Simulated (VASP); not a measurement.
# SiO2 (P2_13) in VASP: single point with r2SCAN

Aim: the single point of SiO2 with r2SCAN.

Everything below comes from runs of VASP 6.6.1. Logs are shortened: lines on timing, memory, paths and dates and some standing lists are left out, and cuts for length are marked.

## Step 1: The cell of the first run

The structure is cubic, space group P2_13 (No. 198). Conventional cell: a = 7.327 Å, b = 7.327 Å, c = 7.327 Å, α = 90.00°, β = 90.00°, γ = 90.00°. Within 2.1 Å of Si (site symmetry 3) lie 4 O at 1.61 Å. Within 2.1 Å of Si (site symmetry 3) lie 4 O at 1.61 Å. Within 2.1 Å of O (site symmetry 3) lie 2 Si at 1.61 Å. O (site symmetry 1) has 2 Si at 1.61 Å within 2.1 Å.

## Step 2: Single point, r2SCAN (16.39 Å³/atom)

Input file POSCAR:

```
SiO2
1.0
    7.3270597226      0.0000000000      0.0000000000
    0.0000000000      7.3270597226      0.0000000000
    0.0000000000      0.0000000000      7.3270597226
Si O
8 16
Direct
    0.2657097080      0.2657097080      0.2657097080
    0.2342902920      0.7342902920      0.7657097080
    0.7657097080      0.2342902920      0.7342902920
    0.7342902920      0.7657097080      0.2342902920
    1.0124030588      1.0124030588      1.0124030588
    0.4875969412     -0.0124030588      0.5124030588
    0.5124030588      0.4875969412     -0.0124030588
   -0.0124030588      0.5124030588      0.4875969412
    0.1390518442      0.1390518442      0.1390518442
    0.3609481558      0.8609481558      0.6390518442
    0.6390518442      0.3609481558      0.8609481558
    0.8609481558      0.6390518442      0.3609481558
    0.6368904245      0.6439326818      0.0792885037
    0.8631095755      0.3560673182      0.5792885037
    0.1368904245      0.8560673182      0.9207114963
    0.3631095755      0.1439326818      0.4207114963
    0.0792885037      0.6368904245      0.6439326818
    0.5792885037      0.8631095755      0.3560673182
    0.9207114963      0.1368904245      0.8560673182
    0.4207114963      0.3631095755      0.1439326818
    0.6439326818      0.0792885037      0.6368904245
    0.3560673182      0.5792885037      0.8631095755
    0.8560673182      0.9207114963      0.1368904245
    0.1439326818      0.4207114963      0.3631095755
```

Input file INCAR.step1:

```
ALGO     = Normal         # electronic algorithm
EDIFF    = 1E-4           # SCF threshold, eV
ENCUT    = 520            # plane-wave cutoff, eV
GGA      = PE             # functional
ISMEAR   = 0              # smearing method
LASPH    = True           # aspherical terms in the spheres
LCHARG   = False          # write CHGCAR
LREAL    = Auto         
LWAVE    = True           # write WAVECAR
NBANDS   = 82             # bands
NELM     = 60             # most SCF steps
PREC     = Accurate       # precision mode
SIGMA    = 0.02           # smearing width, eV
```

Input file INCAR.step2:

```
ALGO     = Normal         # electronic algorithm
EDIFF    = 1E-6           # SCF threshold, eV
ENCUT    = 520            # plane-wave cutoff, eV
ISIF     = 2              # what is computed and relaxed
ISMEAR   = 0              # smearing method
ISTART   = 1            
LASPH    = True           # aspherical terms in the spheres
LCHARG   = False          # write CHGCAR
LMIXTAU  = True         
LREAL    = Auto         
LWAVE    = False          # write WAVECAR
METAGGA  = R2SCAN         # meta-GGA
NBANDS   = 82             # bands
NELM     = 60             # most SCF steps
PREC     = Accurate       # precision mode
SIGMA    = 0.02           # smearing width, eV
```

Input file KPOINTS:

```
k-points
0
Gamma
  4 4 4
```

Potentials or basis: VASP PAW PBE potentials, release 64 (Si, O).

Command:

```console
$ cat potpaw_PBE.64/Si/POTCAR potpaw_PBE.64/O/POTCAR > POTCAR
$ cp INCAR.step1 INCAR
$ mpirun -np 1 vasp_std > vasp.out
$ cp INCAR.step2 INCAR
$ mpirun -np 1 vasp_std > vasp.out
```

OUTCAR:

```text
EDIFF = 1E-6
   ENCUT = 520
   ISIF = 2
   ISMEAR = 0
   ISTART = 1
   LASPH = True
   LREAL = Auto
   METAGGA = R2SCAN
   NELM = 60
   PREC = Accurate

 ion  position               nearest neighbor table
   1  0.266  0.266  0.266-   9 1.61  16 1.61  20 1.61  24 1.61
   2  0.234  0.734  0.766-  10 1.61  15 1.61  17 1.61  22 1.61
   3  0.766  0.234  0.734-  11 1.61  14 1.61  19 1.61  21 1.61
   4  0.734  0.766  0.234-  12 1.61  13 1.61  18 1.61  23 1.61
   5  0.012  0.012  0.012-   9 1.61  15 1.61  19 1.61  23 1.61
   6  0.488  0.988  0.512-  10 1.61  16 1.61  18 1.61  21 1.61
   7  0.512  0.488  0.988-  11 1.61  13 1.61  20 1.61  22 1.61
   8  0.988  0.512  0.488-  12 1.61  14 1.61  17 1.61  24 1.61
   9  0.139  0.139  0.139-   5 1.61   1 1.61
  10  0.361  0.861  0.639-   6 1.61   2 1.61
  11  0.639  0.361  0.861-   7 1.61   3 1.61
  12  0.861  0.639  0.361-   8 1.61   4 1.61
  13  0.637  0.644  0.079-   4 1.61   7 1.61
  14  0.863  0.356  0.579-   3 1.61   8 1.61
[... 8 lines left out ...]
  23  0.856  0.921  0.137-   4 1.61   5 1.61
  24  0.144  0.421  0.363-   1 1.61   8 1.61

  LATTYP: Found a simple cubic cell.
 ALAT       =     7.3270597226

  Lattice vectors:

 A1 = (   7.3270597226,   0.0000000000,   0.0000000000)
 A2 = (   0.0000000000,   7.3270597226,   0.0000000000)
 A3 = (   0.0000000000,   0.0000000000,   7.3270597226)

Analysis of symmetry for initial positions (statically):
=====================================================================
 Subroutine PRICEL returns:
 Original cell was already a primitive cell.

 Routine SETGRP: Setting up the symmetry group for a
 simple cubic supercell.

 Subroutine GETGRP returns: Found 12 space group operations
 (whereof  3 operations were pure point group operations)
 out of a pool of 48 trial point group operations.

The static configuration has the point symmetry C_3 .
 The point group associated with its full space group is T   .

Analysis of symmetry for dynamics (positions and initial velocities):
=====================================================================
 Subroutine PRICEL returns:
 Original cell was already a primitive cell.

 Routine SETGRP: Setting up the symmetry group for a
 simple cubic supercell.

 Subroutine GETGRP returns: Found 12 space group operations
 (whereof  3 operations were pure point group operations)
 out of a pool of 48 trial point group operations.

The dynamic configuration has the point symmetry C_3 .
[... 134 lines left out ...]
   IBRION =     -1    ionic relax: 0-MD 1-quasi-New 2-CG
   NFREE  =      0    steps in history (QN), initial steepest desc. (CG)
   ISIF   =      2    stress and relaxation
   ISYM   =      2    0-nonsym 1-usesym 2-fastsym
   POTIM  = 0.5000    time-step for ionic-motion
   TEBEG  =    0.0;   TEEND  =   0.0 temperature during run
   PSTRESS=    0.0 pullay stress
   NELECT =     128.0000    total number of electrons
   NUPDOWN=      -1.0000    fix difference up-down
   EMIN   =  10.00;   EMAX   =-10.00  energy-range for DOS
   EFERMI =   0.00;   METHOD = LEGACY
   ISMEAR =     0;   SIGMA  =   0.02  broadening in eV -4-tet -1-fermi 0-gaus
   EFERMI_NEDOS =   21; number of points for ismear=-14 and -15
   IALGO  =     38    algorithm
   IMIX   =      4    mixing-type and parameters
     AMIX     =   0.40;   BMIX     =  1.00
     AMIX_MAG =   1.60;   BMIX_MAG =  1.00
  volume/ion in A,a.u.               =      16.39       110.60
  Fermi-wavevector in a.u.,A,eV,Ry     =   1.126026  2.127881 17.251297  1.267935
  Thomas-Fermi vector in A             =   2.262706
   LORBIT       =      0    0 simple, 1 ext, 2 COOP (PROOUT), +10 PAW based schemes
   METAGGA = R2SCAN    functional components
   LHFCALC =     F    Hartree Fock is set to
   AEXX    =    0.0000 exact exchange contribution
   IVDW    =     0    specifies the selected vdW correction
   LEPSILON=     F    determine dielectric tensor
   LRPA    =     F    only Hartree local field effects (RPA)
 non-spin polarized calculation
 Gauss-broadening in eV      SIGMA  =   0.02
  energy-cutoff  :      520.00
  volume of cell :      393.36
 maximum number of plane-waves:     10643
   NGX = 27   NGY = 27   NGZ = 27

 number of electron     128.0000030 magnetization

 Free energy of the ion-electron system (eV)
  ---------------------------------------------------
  ext. energy  EPLUGINS =         0.00000000
  ---------------------------------------------------
  free energy    TOTEN  =      -238.15225182 eV

  energy without entropy =     -238.15225182  energy(sigma->0) =     -238.15225182

 E-fermi :  -1.0043     XC(G=0):  -8.0422

 val. band max:       -1.1784395942   @ k =   0.2500   0.2500   0.2500
 cond. band min:       4.9605249579   @ k =   0.0000   0.0000   0.0000
 fundamental gap:      6.1389645521
 Fermi energy:        -1.0042637655

 k-point     1 :       0.0000    0.0000    0.0000
  band No.  band energies     occupation
      1     -21.5193      2.00000
      2     -20.6602      2.00000
      3     -20.6602      2.00000
      4     -20.6602      2.00000
      5     -20.6564      2.00000
      6     -20.6564      2.00000
[... 858 lines left out ...]
     75       8.3240      0.00000
     76       8.3240      0.00000
 [bands above 76 left out]

------------------------ aborting loop because EDIFF is reached ----------------------------------------

  FORCE on cell =-STRESS in cart. coord.  units (eV):
  Direction    XX          YY          ZZ          XY          YZ          ZX
  --------------------------------------------------------------------------------------
  -------------------------------------------------------------------------------------
  Total       -3.4450098     -3.4450098     -3.4450098      0.0000000      0.0000000      0.0000000
  in kB      -14.0317503    -14.0317503    -14.0317503      0.0000000      0.0000000      0.0000000
  external PRESSURE =     -14.0317503 kB  Pullay stress =       0.0000000 kB

 VOLUME and BASIS-vectors are now :
 -----------------------------------------------------------------------------
  energy-cutoff  :      520.00
  volume of cell :      393.36
      direct lattice vectors                 reciprocal lattice vectors
     7.327059723  0.000000000  0.000000000     0.136480394  0.000000000  0.000000000
     0.000000000  7.327059723  0.000000000     0.000000000  0.136480394  0.000000000
     0.000000000  0.000000000  7.327059723     0.000000000  0.000000000  0.136480394

 POSITION                                       TOTAL-FORCE (eV/Angst)
 -----------------------------------------------------------------------------------
      1.94687      1.94687      1.94687         0.006567      0.006567      0.006567
      1.71666      5.38019      5.61040        -0.006567     -0.006567      0.006567
      5.61040      1.71666      5.38019         0.006567     -0.006567     -0.006567
      5.38019      5.61040      1.71666        -0.006567      0.006567     -0.006567
      0.09088      0.09088      0.09088         0.009239      0.009239      0.009239
      3.57265      7.23618      3.75441        -0.009239     -0.009239      0.009239
[... 16 lines left out ...]
      6.27246      6.74611      1.00300         0.007949     -0.008368     -0.005044
      1.05460      3.08258      2.66053        -0.007949     -0.008368      0.005044
 -----------------------------------------------------------------------------------
    total drift:                               -0.000000     -0.000000      0.000000

  FREE ENERGIE OF THE ION-ELECTRON SYSTEM (eV)
  ---------------------------------------------------
  free  energy   TOTEN  =      -238.1522518168 eV

  energy  without entropy=     -238.1522518168  energy(sigma->0) =     -238.15225182
```

OSZICAR.step1:

```text
N       E                     dE             d eps       ncg     rms          rms(c)
DAV:   1     0.934230118066E+03    0.93423E+03   -0.64650E+04  1804   0.140E+03
DAV:   2    -0.129112689878E+03   -0.10633E+04   -0.10346E+04  2280   0.334E+02
DAV:   3    -0.215472422999E+03   -0.86360E+02   -0.85980E+02  2152   0.103E+02
DAV:   4    -0.216918102440E+03   -0.14457E+01   -0.14416E+01  2168   0.144E+01
DAV:   5    -0.216952094371E+03   -0.33992E-01   -0.33957E-01  2158   0.210E+00    0.422E+01
DAV:   6    -0.189876055755E+03    0.27076E+02   -0.11397E+02  2088   0.353E+01    0.195E+01
DAV:   7    -0.189808319217E+03    0.67737E-01   -0.31143E+00  2332   0.527E+00    0.721E+00
DAV:   8    -0.189747822611E+03    0.60497E-01   -0.16469E-01  2128   0.180E+00    0.276E+00
DAV:   9    -0.189756930613E+03   -0.91080E-02   -0.92301E-02  2128   0.128E+00    0.563E-01
DAV:  10    -0.189764207850E+03   -0.72772E-02   -0.10702E-02  2016   0.356E-01    0.180E-01
DAV:  11    -0.189763804531E+03    0.40332E-03   -0.35035E-03  2104   0.218E-01    0.418E-02
DAV:  12    -0.189763816773E+03   -0.12242E-04   -0.11673E-04  1384   0.507E-02
   1 F= -.18976382E+03 E0= -.18976382E+03  d E =-.145433E-22
```

Wall time 33 min (1 thread of Intel Xeon 8259CL, shared host); peak memory 0.56 GiB.

Results:

| Item | Value |
| --- | --- |
| Free energy | -238.1523 eV |
| Pressure | -1.4 GPa |
| Largest force | 0.016 eV/Å |
| Band gap on the k mesh | 6.14 eV |

Forces on the atoms (eV/Å):
```
Si   0.007  0.007  0.007
Si  -0.007 -0.007  0.007
Si   0.007 -0.007 -0.007
Si  -0.007  0.007 -0.007
Si   0.009  0.009  0.009
Si  -0.009 -0.009  0.009
Si   0.009 -0.009 -0.009
Si  -0.009  0.009 -0.009
O    0.006  0.006  0.006
O   -0.006 -0.006  0.006
O    0.006 -0.006 -0.006
O   -0.006  0.006 -0.006
O   -0.005 -0.008  0.008
O    0.005  0.008  0.008
O   -0.005  0.008 -0.008
O    0.005 -0.008 -0.008
O    0.008 -0.005 -0.008
O    0.008  0.005  0.008
O   -0.008 -0.005  0.008
O   -0.008  0.005 -0.008
O   -0.008  0.008 -0.005
O    0.008  0.008  0.005
O    0.008 -0.008 -0.005
O   -0.008 -0.008  0.005
```

Caveat: the PAW data sets were made with another functional, which shifts forces and pressure a little.
